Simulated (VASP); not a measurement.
# Sb (Im-3m) in VASP: notebook, part 2 of 2

VASP 6.6.1. The steps go on from the part before.

## Step 3: Single point, LDA (volume scaled by 1.06)

Input file INCAR:

```
SYSTEM = Sb
ALGO = Normal
EDIFF = 1E-7
ENCUT = 520
GGA = CA
ISIF = 2
ISMEAR = -1
LASPH = .True.
LCHARG = .False.
LREAL = .False.
LWAVE = .False.
NBANDS = 8
NELM = 60
PREC = Accurate
SIGMA = 0.05
```

Input file KPOINTS:

```
k-points
0
Gamma
  10 10 10
  0 0 0
```

Input file POSCAR:

```
Sb
1.0
   -1.9080431628      1.9080431628      1.9080431628
    1.9080431628     -1.9080431628      1.9080431628
    1.9080431628      1.9080431628     -1.9080431628
Sb
1
Direct
    0.0000000000      0.0000000000      0.0000000000
```

Potentials or basis: VASP PAW LDA potentials, release 64 (Sb).

On the command line:

```sh
cat potpaw_LDA.64/Sb/POTCAR > POTCAR
mpirun -np 1 vasp_std > vasp.out
```

Wall time 4.9 s (1 thread of Intel Xeon 6975P-C (Granite Rapids), shared host); peak memory 0.14 GiB.

Results (log left out):

```yaml
Free_energy: -4.5840 eV
Pressure: -4.5 GPa
```

Levels at points of the mesh, in eV from the Fermi level:
```
           k point  band 1  band 2  band 3  band 4  band 5  band 6  band 7
(0.00, 0.00, 0.00)  -12.60    5.17    5.17    5.17   10.22   10.22   10.22
(0.50, 0.00, 0.00)   -8.79   -5.35    1.60    3.60    6.32    6.88   13.57
(0.50, 0.50, 0.50)   -5.82   -1.91   -1.91   -1.91    3.12    3.12   16.31
```

Caveat: spin-orbit coupling is left out, which moves the levels of the heavy elements.

## Step 4: Single point, r2SCAN

Input file POSCAR:

```
Sb
1.0
   -1.8959666167      1.8959666167      1.8959666167
    1.8959666167     -1.8959666167      1.8959666167
    1.8959666167      1.8959666167     -1.8959666167
Sb
1
Direct
    0.0000000000      0.0000000000      0.0000000000
```

Input file INCAR.step1:

```
SYSTEM = Sb
PREC = Accurate ; ENCUT = 520
ISMEAR = -1 ; SIGMA = 0.05
LREAL = .False. ; LASPH = .True.
NELM = 60 ; NBANDS = 8
GGA = PE ; ALGO = Normal
EDIFF = 1E-4 ; LWAVE = .True.
LCHARG = .False.
```

Input file INCAR.step2:

```
SYSTEM = Sb
PREC = Accurate ; ENCUT = 520
EDIFF = 1E-7 ; ISMEAR = -1
SIGMA = 0.05 ; LREAL = .False.
LASPH = .True. ; NELM = 60
ALGO = Normal ; ISIF = 2
LWAVE = .False. ; LCHARG = .False.
METAGGA = R2SCAN ; LMIXTAU = .True.
NBANDS = 8 ; ISTART = 1
```

Input file KPOINTS:

```
Automatic mesh
0
Gamma
  10 10 10
  0 0 0
```

Potentials or basis: VASP PAW PBE potentials, release 64 (Sb).

On the command line:

```sh
cat potpaw_PBE.64/Sb/POTCAR > POTCAR
cp INCAR.step1 INCAR
mpirun -np 1 vasp_std > vasp.out
cp INCAR.step2 INCAR
mpirun -np 1 vasp_std > vasp.out
```

OUTCAR:

```text
SYSTEM = Sb
   PREC = Accurate
   ENCUT = 520
   EDIFF = 1E-7
   ISMEAR = -1
   LREAL = .False.
   LASPH = .True.
   NELM = 60
   ISIF = 2
   METAGGA = R2SCAN
   ISTART = 1

 ion  position               nearest neighbor table
   1  0.000  0.000  0.000-

  LATTYP: Found a body centered cubic cell.
 ALAT       =     3.7919332334

  Lattice vectors:

 A1 = (  -1.8959666167,   1.8959666167,   1.8959666167)
 A2 = (   1.8959666167,  -1.8959666167,   1.8959666167)
 A3 = (   1.8959666167,   1.8959666167,  -1.8959666167)

Analysis of symmetry for initial positions (statically):
=====================================================================
 Subroutine PRICEL returns:
 Original cell was already a primitive cell.

 Routine SETGRP: Setting up the symmetry group for a
 body centered cubic supercell.

 Subroutine GETGRP returns: Found 48 space group operations
 (whereof 48 operations were pure point group operations)
 out of a pool of 48 trial point group operations.

The static configuration has the point symmetry O_h .

[... 152 lines left out ...]
  ---------------------------------------------------
  free energy    TOTEN  =       -25.33761798 eV

  energy without entropy =      -25.32868210  energy(sigma->0) =      -25.33315004

 E-fermi :   8.2007     XC(G=0): -10.7125

 val. band max:        8.1820352443   @ k =  -0.3000   0.4000   0.1000
 cond. band min:       8.2181797298   @ k =   0.3000   0.1000   0.1000
 fundamental gap:      0.0361444855
 Fermi energy:         8.2007233072

 k-point     1 :       0.0000    0.0000    0.0000
  band No.  band energies     occupation
      1      -5.1296      2.00000
      2      13.8996      0.00000
      3      13.8996      0.00000
      4      13.8996      0.00000
      5      19.1355      0.00000
      6      19.1355      0.00000
      7      19.1355      0.00000
      8      20.8760      0.00000
[... 243 lines left out ...]
 k-point    24 :      -0.3000    0.3000    0.1000
  band No.  band energies     occupation
      1      -2.9864      2.00000
      2       6.5568      2.00000
      3      10.1860      0.00000
      4      11.7480      0.00000
      5      16.3795      0.00000
      6      17.1533      0.00000
      7      18.6067      0.00000
      8      23.7420      0.00000

 [... further k-points ...]
[... 5 lines left out ...]
  --------------------------------------------------------------------------------------
  -------------------------------------------------------------------------------------
  Total       -0.0330243     -0.0330243     -0.0330243     -0.0000000      0.0000000     -0.0000000
  in kB       -1.9408491     -1.9408491     -1.9408491     -0.0000000      0.0000000     -0.0000000
  external PRESSURE =      -1.9408491 kB  Pullay stress =       0.0000000 kB

 VOLUME and BASIS-vectors are now :
 -----------------------------------------------------------------------------
  energy-cutoff  :      520.00
  volume of cell :       27.26
      direct lattice vectors                 reciprocal lattice vectors
    -1.895966617  1.895966617  1.895966617     0.000000000  0.263717724  0.263717724
     1.895966617 -1.895966617  1.895966617     0.263717724  0.000000000  0.263717724
     1.895966617  1.895966617 -1.895966617     0.263717724  0.263717724  0.000000000

 POSITION                                       TOTAL-FORCE (eV/Angst)
 -----------------------------------------------------------------------------------
      0.00000      0.00000      0.00000         0.000000     -0.000000     -0.000000
 -----------------------------------------------------------------------------------
    total drift:                                0.000000      0.000000      0.000000

  FREE ENERGIE OF THE ION-ELECTRON SYSTEM (eV)
  ---------------------------------------------------
  free  energy   TOTEN  =       -25.3376179796 eV

  energy  without entropy=      -25.3286821026  energy(sigma->0) =      -25.33315004
```

OSZICAR.step1:

```text
N       E                     dE             d eps       ncg     rms          rms(c)
DAV:   1     0.490104075934E+01    0.49010E+01   -0.16452E+03   752   0.413E+02
DAV:   2    -0.380677034943E+01   -0.87078E+01   -0.85609E+01  1088   0.528E+01
DAV:   3    -0.390350441887E+01   -0.96734E-01   -0.96618E-01   912   0.612E+00
DAV:   4    -0.390380086642E+01   -0.29645E-03   -0.29644E-03  1120   0.421E-01
DAV:   5    -0.390380179596E+01   -0.92953E-06   -0.93013E-06  1000   0.149E-02    0.169E+00
DAV:   6    -0.390218890954E+01    0.16129E-02   -0.18009E-03   936   0.227E-01    0.971E-01
DAV:   7    -0.390147017084E+01    0.71874E-03   -0.39052E-03   912   0.332E-01    0.611E-02
DAV:   8    -0.390149572885E+01   -0.25558E-04   -0.62729E-05   944   0.590E-02
   1 F= -.39014957E+01 E0= -.38971029E+01  d E =-.878560E-02
```

It took 24 s on 1 thread of AMD EPYC 9R45 (Zen 5), shared host; peak memory 0.11 GiB.

Results:

- Free energy: -25.3376 eV
- Pressure: -0.2 GPa

Levels at points of the mesh, in eV from the Fermi level:
| k point | band 1 | band 2 | band 3 | band 4 | band 5 | band 6 |
| --- | --- | --- | --- | --- | --- | --- |
| (0.00, 0.00, 0.00) | -13.33 | 5.70 | 5.70 | 5.70 | 10.93 | 10.93 |
| (0.50, 0.00, 0.00) | -9.11 | -5.78 | 1.68 | 4.01 | 7.00 | 7.27 |
| (0.50, 0.50, 0.50) | -5.65 | -2.15 | -2.15 | -2.15 | 3.43 | 3.43 |

Caveat: the PAW data sets were made with another functional, which shifts forces and pressure a little; spin-orbit coupling is left out, which moves the levels of the heavy elements.

## Step 5: Summary

```tsv
level	potentials or basis	cell	gap on the mesh (eV)	pressure (GPa)
LDA	VASP PAW LDA potentials, release 64 (Sb)	a = 3.284 Å, angles 109.5°, 1 atom	none	-3.5
LDA	VASP PAW LDA potentials, release 64 (Sb)	a = 3.305 Å, angles 109.5°, 1 atom	none	-4.5
r2SCAN	VASP PAW PBE potentials, release 64 (Sb)	a = 3.284 Å, angles 109.5°, 1 atom	none	-0.2
```

Alike in all rows: task single point; no spin polarisation; k mesh 10 × 10 × 10; cutoff (eV) 520; smearing fermi-dirac 0.05 eV.

Caveats: spin-orbit coupling is left out, which moves the levels of the heavy elements; the PAW data sets were made with another functional, which shifts forces and pressure a little (some runs).

Total energies depend on the potentials used, so only differences within one code and one set of settings carry meaning.
